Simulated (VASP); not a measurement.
Wanted: the native input for a VASP 6.6.1 run.

* Task: single point
* Functional: PBE
* Potentials or basis: VASP PAW PBE potentials, release 64 (Cd, Cl)
* Cutoff: 520 eV
* k mesh: 4 × 4 × 1
* Occupations: gaussian, width 0.2 eV
* Spin: no spin polarisation
* Dipole correction: no
* Further INCAR settings: ALGO = Normal; EDIFF = 1e-07; NBANDS = 61

The structure of Cd3Cl2 lies in POSCAR:

```
Cd3Cl2
1.0
    3.3862971422      0.0000000000      0.0000000000
    0.0000000000      3.3862971422      0.0000000000
    0.0000000000      0.0000000000     22.9616389427
Cd Cl
6 4
Direct
    0.5000000000      0.5000000000      0.0978128004
    0.5000000000      0.5000000000      0.2976439315
    0.5000000000      0.5000000000      0.5000000000
    0.5000000000      0.5000000000      0.7023560685
    0.5000000000      0.5000000000      0.9021871996
    0.0000000000      0.0000000000      0.0000000000
    0.0000000000      0.0000000000      0.1677127826
    0.0000000000      0.0000000000      0.4308915712
    0.0000000000      0.0000000000      0.5691084288
    0.0000000000      0.0000000000      0.8322872174
```

The cell was built from a structure type or drawn by symmetry, and may not be a known phase.

The input as run:

INCAR

```
  ALGO = Normal
  EDIFF = 1E-7
  ENCUT = 520
  GGA = PE
  ISIF = 2
  ISMEAR = 0
  LASPH = T
  LCHARG = F
  LREAL = F
  LWAVE = F
  NBANDS = 61
  NELM = 60
  PREC = Accurate
  SIGMA = 0.2
```

KPOINTS

```
k-points
0
Gamma
  4 4 1
```

Potentials or basis: VASP PAW PBE potentials, release 64 (Cd, Cl).

The run is started by

```sh
$ cat potpaw_PBE.64/Cd/POTCAR potpaw_PBE.64/Cl/POTCAR > POTCAR
$ mpirun -np 1 vasp_std > vasp.out
```

It gave:

```yaml
Pressure: 0.1 GPa
Largest_force: 0.022 eV/Å
Band_gap_on_the_k_mesh: zero (bands 50 and 51 overlap by 0.57 eV)
```

Caveat: the k points lie up to 0.46 Å⁻¹ apart, too coarse for converged energies and pressures of a metal.

Run time: 2.8 min on 1 thread of Intel(R) Xeon(R) Platinum 8488C (Sapphire Rapids), with other jobs on the host, peak memory 0.38 GiB.
